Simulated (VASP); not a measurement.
# TePb (rocksalt type) (Fm-3m) in VASP: notebook

Runs on TePb (rocksalt type). Level: PBE. Tasks: single point.

Program: VASP 6.6.1. These are calculated values, not measurements. Logs are shortened: lines on timing, memory, paths and dates and some standing lists are left out, and cuts for length are marked.

## Step 1: The cell of the first run

The structure is cubic, space group Fm-3m (No. 225). The conventional cell has a = 5.381 Å, b = 5.381 Å, c = 5.381 Å, α = 90.00°, β = 90.00°, γ = 90.00°. Pb (site symmetry m-3m) has 6 Te at 2.69 Å within 3.5 Å. Within 3.5 Å of Te (site symmetry m-3m) lie 6 Pb at 2.69 Å.

## Step 2: Single point, PBE (volume scaled by 0.55)

INCAR

```
SYSTEM = TePb
PREC     = Accurate       ! precision mode
ENCUT    = 520            ! plane-wave cutoff, eV
EDIFF    = 1E-7           ! SCF threshold, eV
ISMEAR   = -1             ! smearing method
SIGMA    = 0.1            ! smearing width, eV
LREAL    = .False.        ! projectors in reciprocal space
LASPH    = .True.         ! aspherical terms in the spheres
NELM     = 80             ! most SCF steps
ALGO     = Normal         ! electronic algorithm
ISIF     = 2              ! what is computed and relaxed
LWAVE    = .False.        ! write WAVECAR
LCHARG   = .False.        ! write CHGCAR
GGA      = PE             ! functional
NBANDS   = 17             ! bands
```

KPOINTS

```
regular mesh
0
Gamma
  11 11 11
  0 0 0
```

POSCAR

```
TePb
1.0
    0.0000000000      2.6903361615      2.6903361615
    2.6903361615      0.0000000000      2.6903361615
    2.6903361615      2.6903361615      0.0000000000
Pb Te
1 1
Direct
    0.0000000000      0.0000000000      0.0000000000
    0.5000000000      0.5000000000      0.5000000000
```

Potentials or basis: VASP PAW PBE potentials, release 64 (Pb_d, Te).

Launch:

```sh
cat potpaw_PBE.64/Pb_d/POTCAR potpaw_PBE.64/Te/POTCAR > POTCAR
mpirun -np 1 vasp_std > vasp.out
```

OUTCAR:

```text
SYSTEM = TePb
   PREC = Accurate
   ENCUT = 520
   EDIFF = 1E-7
   ISMEAR = -1
   LREAL = .False.
   LASPH = .True.
   NELM = 80
   ISIF = 2
   GGA = PE

 ion  position               nearest neighbor table
   1  0.000  0.000  0.000-   2 2.69   2 2.69   2 2.69   2 2.69   2 2.69   2 2.69
   2  0.500  0.500  0.500-   1 2.69   1 2.69   1 2.69   1 2.69   1 2.69   1 2.69

  LATTYP: Found a face centered cubic cell.
 ALAT       =     5.3806723230

  Lattice vectors:

 A1 = (   0.0000000000,   2.6903361615,   2.6903361615)
 A2 = (   2.6903361615,   0.0000000000,   2.6903361615)
 A3 = (   2.6903361615,   2.6903361615,   0.0000000000)

Analysis of symmetry for initial positions (statically):
=====================================================================
 Subroutine PRICEL returns:
 Original cell was already a primitive cell.

 Routine SETGRP: Setting up the symmetry group for a
 face centered cubic supercell.

 Subroutine GETGRP returns: Found 48 space group operations
 (whereof 48 operations were pure point group operations)
 out of a pool of 48 trial point group operations.

The static configuration has the point symmetry O_h .

Analysis of symmetry for dynamics (positions and initial velocities):
=====================================================================
 Subroutine PRICEL returns:
 Original cell was already a primitive cell.

 Routine SETGRP: Setting up the symmetry group for a
 face centered cubic supercell.

 Subroutine GETGRP returns: Found 48 space group operations
 (whereof 48 operations were pure point group operations)
 out of a pool of 48 trial point group operations.

The dynamic configuration has the point symmetry O_h .

 Subroutine INISYM returns: Found 48 space group operations
 (whereof 48 operations are pure point group operations),
 and found     1 'primitive' translations

----------------------------------------------------------------------------------------

                                     Primitive cell

  volume of cell :      38.9448

  direct lattice vectors                    reciprocal lattice vectors
     0.000000000  2.690336161  2.690336161    -0.185850381  0.185850381  0.185850381
     2.690336161  0.000000000  2.690336161     0.185850381 -0.185850381  0.185850381
     2.690336161  2.690336161  0.000000000     0.185850381  0.185850381 -0.185850381

  length of vectors
     3.804709887  3.804709887  3.804709887     0.321902302  0.321902302  0.321902302

  position of ions in fractional coordinates (direct lattice)
     0.000000000  0.000000000  0.000000000
     0.500000000  0.500000000  0.500000000

  ion indices of the primitive-cell ions
   primitive index   ion index
                 1           1
                 2           2

----------------------------------------------------------------------------------------

 KPOINTS: regular mesh

Automatic generation of k-mesh.
 Grid dimensions read from file:
 generate k-points for:   11   11   11

 Generating k-lattice:

  Cartesian coordinates                     Fractional coordinates (reciprocal lattice)
    -0.016895489  0.016895489  0.016895489     0.090909091  0.000000000  0.000000000
     0.016895489 -0.016895489  0.016895489     0.000000000  0.090909091  0.000000000
     0.016895489  0.016895489 -0.016895489     0.000000000  0.000000000  0.090909091

  Length of vectors
     0.029263846  0.029263846  0.029263846

  Shift w.r.t. Gamma in fractional coordinates (k-lattice)
     0.000000000  0.000000000  0.000000000

 Subroutine IBZKPT returns following result:
 ===========================================

 Found     56 irreducible k-points:

 Following reciprocal coordinates:
            Coordinates               Weight
  0.000000  0.000000  0.000000      1.000000
  0.090909  0.000000  0.000000      8.000000
  0.181818  0.000000  0.000000      8.000000
  0.272727  0.000000  0.000000      8.000000
  0.363636  0.000000  0.000000      8.000000
  0.454545  0.000000  0.000000      8.000000
[... 16 lines left out ...]
 -0.272727  0.181818  0.000000     24.000000
 -0.181818  0.181818  0.000000     12.000000
 [... further k-points ...]
   k-points           NKPTS =     56   k-points in BZ     NKDIM =     56   number of bands    NBANDS=     17
   number of dos      NEDOS =    301   number of ions     NIONS =      2
   total plane-waves  NPLWV =  21952
   dimension x,y,z NGX =    28 NGY =   28 NGZ =   28
   dimension x,y,z NGXF=    56 NGYF=   56 NGZF=   56
   ions per type =               1   1
   NGX,Y,Z   is equivalent  to a cutoff of  12.23, 12.23, 12.23 a.u.
   NGXF,Y,Z  is equivalent  to a cutoff of  24.47, 24.47, 24.47 a.u.
 SYSTEM =  TePb
   PREC   = accura    normal or accurate (medium, high low for compatibility)
   ISTART =      0    job   : 0-new  1-cont  2-samecut
   ICHARG =      2    charge: 1-file 2-atom 10-const
   ISPIN  =      1    spin polarized calculation?
   LNONCOLLINEAR =      F non collinear calculations
   LSORBIT =      F    spin-orbit coupling
   LASPH  =      T    aspherical Exc in radial PAW
   ENCUT  =  520.0 eV  38.22 Ry    6.18 a.u.   7.07  7.07  7.07*2*pi/ulx,y,z
   NELM   =     80;   NELMIN=  2; NELMDL= -5     # of ELM steps
   EDIFF  = 0.1E-06   stopping-criterion for ELM
   LREAL  =      F    real-space projection
   EDIFFG = 0.1E-05   stopping-criterion for IOM
   NSW    =      0    number of steps for IOM
   IBRION =     -1    ionic relax: 0-MD 1-quasi-New 2-CG
   NFREE  =      0    steps in history (QN), initial steepest desc. (CG)
   ISIF   =      2    stress and relaxation
   ISYM   =      2    0-nonsym 1-usesym 2-fastsym
   POTIM  = 0.5000    time-step for ionic-motion
   TEBEG  =    0.0;   TEEND  =   0.0 temperature during run
   PSTRESS=    0.0 pullay stress
   NELECT =      20.0000    total number of electrons
   NUPDOWN=      -1.0000    fix difference up-down
   EMIN   =  10.00;   EMAX   =-10.00  energy-range for DOS
   EFERMI =   0.00;   METHOD = LEGACY
   ISMEAR =    -1;   SIGMA  =   0.10  broadening in eV -4-tet -1-fermi 0-gaus
   EFERMI_NEDOS =   21; number of points for ismear=-14 and -15
   IALGO  =     38    algorithm
   IMIX   =      4    mixing-type and parameters
     AMIX     =   0.40;   BMIX     =  1.00
     AMIX_MAG =   1.60;   BMIX_MAG =  1.00
  volume/ion in A,a.u.               =      19.47       131.41
  Fermi-wavevector in a.u.,A,eV,Ry     =   1.310997  2.477425 23.384503  1.718712
  Thomas-Fermi vector in A             =   2.441489
   LORBIT       =      0    0 simple, 1 ext, 2 COOP (PROOUT), +10 PAW based schemes
   GGA     = PE    functional components
   LHFCALC =     F    Hartree Fock is set to
   AEXX    =    0.0000 exact exchange contribution
   IVDW    =     0    specifies the selected vdW correction
   LEPSILON=     F    determine dielectric tensor
   LRPA    =     F    only Hartree local field effects (RPA)
 non-spin polarized calculation
  energy-cutoff  :      520.00
  volume of cell :       38.94
 maximum number of plane-waves:      1067
   NGX = 15   NGY = 15   NGZ = 15

 number of electron      19.9999996 magnetization

 Free energy of the ion-electron system (eV)
  ---------------------------------------------------
  ext. energy  EPLUGINS =         0.00000000
  ---------------------------------------------------
  free energy    TOTEN  =        -2.44530511 eV

  energy without entropy =       -2.42803425  energy(sigma->0) =       -2.43666968

 E-fermi :  14.7176     XC(G=0): -12.0214

 val. band max:       14.6504525394   @ k =  -0.3636   0.0909   0.0000
 cond. band min:      14.7422998080   @ k =  -0.4545   0.1818   0.0909
 fundamental gap:      0.0918472686
 Fermi energy:        14.7175537556

 k-point     1 :       0.0000    0.0000    0.0000
  band No.  band energies     occupation
      1      -3.9204      2.00000
      2      -3.9204      2.00000
      3      -3.8467      2.00000
      4      -3.8467      2.00000
      5      -3.8467      2.00000
      6      -3.3801      2.00000
[... 9 lines left out ...]
     16      19.3024      0.00000
     17      19.3024      0.00000

 k-point     2 :       0.0909    0.0000    0.0000
  band No.  band energies     occupation
      1      -3.9330      2.00000
      2      -3.9330      2.00000
      3      -3.8496      2.00000
      4      -3.8385      2.00000
      5      -3.8385      2.00000
      6      -3.2439      2.00000
[... 9 lines left out ...]
     16      19.6194      0.00000
     17      20.9705      0.00000

 k-point     3 :       0.1818    0.0000    0.0000
  band No.  band energies     occupation
      1      -3.9708      2.00000
      2      -3.9708      2.00000
      3      -3.8617      2.00000
      4      -3.8122      2.00000
      5      -3.8122      2.00000
      6      -2.8325      2.00000
[... 9 lines left out ...]
     16      20.1861      0.00000
     17      23.1650      0.00000

 k-point     4 :       0.2727    0.0000    0.0000
  band No.  band energies     occupation
      1      -4.0223      2.00000
      2      -4.0223      2.00000
      3      -3.8806      2.00000
      4      -3.7748      2.00000
      5      -3.7748      2.00000
      6      -2.1535      2.00000
[... 9 lines left out ...]
     16      21.0754      0.00000
     17      25.7544      0.00000
[... 343 lines left out ...]
      1      -4.2088      2.00000
      2      -4.0701      2.00000
      3      -3.8593      2.00000
      4      -3.7645      2.00000
      5      -3.7221      2.00000
      6       0.0422      2.00000
[... 9 lines left out ...]
     16      23.2592      0.00000
     17      27.2256      0.00000

 k-point    23 :      -0.2727    0.1818    0.0000
  band No.  band energies     occupation
      1      -4.1312      2.00000
      2      -4.0720      2.00000
      3      -3.8515      2.00000
      4      -3.7788      2.00000
      5      -3.7542      2.00000
      6      -0.9982      2.00000
[... 9 lines left out ...]
     16      24.9962      0.00000
     17      25.3944      0.00000

 k-point    24 :      -0.1818    0.1818    0.0000
  band No.  band energies     occupation
      1      -4.0515      2.00000
      2      -4.0505      2.00000
      3      -3.8534      2.00000
      4      -3.7906      2.00000
      5      -3.7854      2.00000
      6      -1.8680      2.00000
[... 9 lines left out ...]
     16      23.9836      0.00000
     17      24.2801      0.00000

 [... further k-points ...]

------------------------ aborting loop because EDIFF is reached ----------------------------------------

  FORCE on cell =-STRESS in cart. coord.  units (eV):
  Direction    XX          YY          ZZ          XY          YZ          ZX
  --------------------------------------------------------------------------------------
  -------------------------------------------------------------------------------------
  Total       21.3031195     21.3031195     21.3031195     -0.0000000     -0.0000000      0.0000000
  in kB      876.4035780    876.4035780    876.4035780     -0.0000000     -0.0000000      0.0000000
  external PRESSURE =     876.4035780 kB  Pullay stress =       0.0000000 kB

 VOLUME and BASIS-vectors are now :
 -----------------------------------------------------------------------------
  energy-cutoff  :      520.00
  volume of cell :       38.94
      direct lattice vectors                 reciprocal lattice vectors
     0.000000000  2.690336161  2.690336161    -0.185850381  0.185850381  0.185850381
     2.690336161  0.000000000  2.690336161     0.185850381 -0.185850381  0.185850381
     2.690336161  2.690336161  0.000000000     0.185850381  0.185850381 -0.185850381

 POSITION                                       TOTAL-FORCE (eV/Angst)
 -----------------------------------------------------------------------------------
      0.00000      0.00000      0.00000        -0.000000      0.000000     -0.000000
      2.69034      2.69034      2.69034         0.000000     -0.000000      0.000000
 -----------------------------------------------------------------------------------
    total drift:                               -0.000000      0.000000      0.000000

  FREE ENERGIE OF THE ION-ELECTRON SYSTEM (eV)
  ---------------------------------------------------
  free  energy   TOTEN  =        -2.4453051081 eV

  energy  without entropy=       -2.4280342505  energy(sigma->0) =       -2.43666968
```

Run time: 33 s. Hardware: 1 thread of Intel Xeon Platinum 8259CL at 2.50GHz (Skylake/Cascade Lake), shared host; peak memory 0.18 GiB.

What came out:

```yaml
Free_energy: -2.4453 eV
Pressure: 87.6 GPa
```

Caveat: this odd mesh misses L, where the gap lies, so gap, dielectric constants and Born charges aren't listed; spin-orbit coupling is left out, which moves the levels of the heavy elements.

## Step 3: Single point, PBE (volume scaled by 0.64)

INCAR

```
SYSTEM = TePb
ALGO = Normal
EDIFF = 1E-6
ENCUT = 520
GGA = PE
ISIF = 2
ISMEAR = -1
LASPH = .TRUE.
LCHARG = .FALSE.
LREAL = .FALSE.
LWAVE = .FALSE.
NBANDS = 17
NELM = 60
PREC = Accurate
SIGMA = 0.1
```

KPOINTS

```
k-points
0
G
  11 11 11
  0 0 0
```

POSCAR

```
TePb
1.0
    0.0000000000      2.8297342018      2.8297342018
    2.8297342018      0.0000000000      2.8297342018
    2.8297342018      2.8297342018      0.0000000000
Pb Te
1 1
Direct
    0.0000000000      0.0000000000      0.0000000000
    0.5000000000      0.5000000000      0.5000000000
```

Potentials or basis: VASP PAW PBE potentials, release 64 (Pb_d, Te).

Launch:

```sh
cat potpaw_PBE.64/Pb_d/POTCAR potpaw_PBE.64/Te/POTCAR > POTCAR
mpirun -np 1 vasp_std > vasp.out
```

OUTCAR:

```text
SYSTEM = TePb
   EDIFF = 1E-6
   ENCUT = 520
   GGA = PE
   ISIF = 2
   ISMEAR = -1
   LASPH = .TRUE.
   LREAL = .FALSE.
   NELM = 60
   PREC = Accurate

 ion  position               nearest neighbor table
   1  0.000  0.000  0.000-   2 2.83   2 2.83   2 2.83   2 2.83   2 2.83   2 2.83
   2  0.500  0.500  0.500-   1 2.83   1 2.83   1 2.83   1 2.83   1 2.83   1 2.83

  LATTYP: Found a face centered cubic cell.
 ALAT       =     5.6594684036

  Lattice vectors:

[... 668 lines left out ...]

  FORCE on cell =-STRESS in cart. coord.  units (eV):
  Direction    XX          YY          ZZ          XY          YZ          ZX
  --------------------------------------------------------------------------------------
  -------------------------------------------------------------------------------------
  Total       13.2503211     13.2503211     13.2503211      0.0000000      0.0000000      0.0000000
  in kB      468.4573488    468.4573488    468.4573488      0.0000000      0.0000000      0.0000000
  external PRESSURE =     468.4573488 kB  Pullay stress =       0.0000000 kB

 VOLUME and BASIS-vectors are now :
 -----------------------------------------------------------------------------
  energy-cutoff  :      520.00
  volume of cell :       45.32
      direct lattice vectors                 reciprocal lattice vectors
     0.000000000  2.829734202  2.829734202    -0.176695041  0.176695041  0.176695041
     2.829734202  0.000000000  2.829734202     0.176695041 -0.176695041  0.176695041
     2.829734202  2.829734202  0.000000000     0.176695041  0.176695041 -0.176695041

 POSITION                                       TOTAL-FORCE (eV/Angst)
 -----------------------------------------------------------------------------------
      0.00000      0.00000      0.00000         0.000000      0.000000      0.000000
      2.82973      2.82973      2.82973        -0.000000     -0.000000     -0.000000
 -----------------------------------------------------------------------------------
    total drift:                               -0.000000      0.000000      0.000000

  FREE ENERGIE OF THE ION-ELECTRON SYSTEM (eV)
  ---------------------------------------------------
  free  energy   TOTEN  =        -5.0327795550 eV

  energy  without entropy=       -5.0223405310  energy(sigma->0) =       -5.02756004
```

OSZICAR:

```text
N       E                     dE             d eps       ncg     rms          rms(c)
DAV:   1     0.156299564105E+03    0.15630E+03   -0.96210E+03  1912   0.128E+03
DAV:   2     0.433082928696E+01   -0.15197E+03   -0.14777E+03  2028   0.322E+02
DAV:   3    -0.486869339864E+01   -0.91995E+01   -0.90664E+01  2520   0.846E+01
DAV:   4    -0.509087358431E+01   -0.22218E+00   -0.22202E+00  2420   0.132E+01
DAV:   5    -0.510041994434E+01   -0.95464E-02   -0.95460E-02  2736   0.270E+00    0.100E+01
DAV:   6    -0.504564288928E+01    0.54777E-01   -0.61251E-02  2891   0.279E+00    0.615E+00
DAV:   7    -0.503397391478E+01    0.11669E-01   -0.54900E-02  2602   0.188E+00    0.492E-01
DAV:   8    -0.503267069289E+01    0.13032E-02   -0.78787E-03  2610   0.102E+00    0.292E-01
DAV:   9    -0.503278819822E+01   -0.11751E-03   -0.63487E-04  2302   0.155E-01    0.639E-02
DAV:  10    -0.503277925456E+01    0.89437E-05   -0.18543E-05  2614   0.394E-02    0.169E-02
DAV:  11    -0.503277955503E+01   -0.30048E-06   -0.65357E-06  2167   0.158E-02
   1 F= -.50327796E+01 E0= -.50275600E+01  d E =-.104390E-01
```

Run time: 34 s. Hardware: 1 thread of Intel Xeon Platinum 8259CL at 2.50GHz (Skylake/Cascade Lake), shared host; peak memory 0.2 GiB.

What came out:

- Free energy: -5.0328 eV
- Pressure: 46.8 GPa

Caveat: this odd mesh misses L, where the gap lies, so gap, dielectric constants and Born charges aren't listed; spin-orbit coupling is left out, which moves the levels of the heavy elements.

(Continued in part 2 of 2.)
